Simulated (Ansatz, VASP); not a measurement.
**WS2: VASP beside Ansatz**

INCAR

```
SYSTEM = WS2
PREC = Accurate
ENCUT = 520
EDIFF = 1E-7
ISMEAR = 0
SIGMA = 0.05
LREAL = .FALSE.
LASPH = .TRUE.
NELM = 100
ALGO = Normal
ISIF = 2
LWAVE = .FALSE.
LCHARG = .TRUE.
GGA = PS
IVDW = 12
LELF = .TRUE.
LVHAR = .TRUE.
NBANDS = 20
```

KPOINTS

```
Automatic mesh
0
G
  12 12 2
  0 0 0
```

File POSCAR:

```
WS2
1.0
    3.1239380587      0.0000000000      0.0000000000
   -1.5619690294      2.7054097187      0.0000000000
    0.0000000000      0.0000000000     16.9375357456
W S
1 2
Direct
    0.3333333333      0.6666666667      0.0016144304
    0.6520697063      0.3333333333      0.9025223990
    0.6812636270      0.3333333333      0.0882200560
```

Input for Ansatz:

```yaml
crystal:
  lattice:
    - [3.1239380587, 0.0, 0.0]
    - [-1.5619690294, 2.7054097187, 0.0]
    - [0.0, 0.0, 16.9375357456]
  atoms:
    - { symbol: W, position: [0.3333333333, 0.6666666667, 0.0016144304] }
    - { symbol: S, position: [0.6520697063, 0.3333333333, 0.902522399] }
    - { symbol: S, position: [0.681263627, 0.3333333333, 0.088220056] }
basis:
  ecutwfc: 420
kpoints:
  mp_grid: { grid: [12, 12, 2] }
hamiltonian:
  xc: pbesol
  pseudopotentials: { kind: paw, azcp: { folder: soft_1 } }
  dispersion: d3bj
scf:
  occupations: { method: gaussian, width: 0.05 }
output:
  forces: true
  stress: true
  eigenvalues: true
```

Change from the starting cell: mode 4 frozen in at -0.046 Å and mode 9 at -0.078 Å (largest displacements).

Alike in both runs: task single point; functional PBEsol; dispersion D3(BJ); k mesh 12 × 12 × 2; occupations gaussian, width 0.05 eV; no spin polarisation.

|  | VASP | Ansatz |
| --- | --- | --- |
| version | VASP 6.6.1 | Ansatz 0.2.0 |
| potentials or method | VASP PAW PBE potentials, release 64 (W_sv, S), cutoff 520 eV | scalar-relativistic, plane waves, PAW |
| valence electrons in the cell | 26 | 26 |

|  | VASP | Ansatz | Ansatz less VASP |
| --- | --- | --- | --- |
| gap on the k mesh at the Fermi level (eV) | 1.90 | 1.89 | -0.010 |
| least direct gap on the mesh (eV) | 2.03 | 2.03 | -0.004 |
| rms of the force components (eV/Å) | 1.501 | 1.497 | -0.0034 |

VASP's potentials were made for PBE, not for PBEsol, and Ansatz warns of the same on its side. Atom by atom the forces differ by 0.010 eV/Å (rms over components).

Spin-orbit coupling is off throughout.
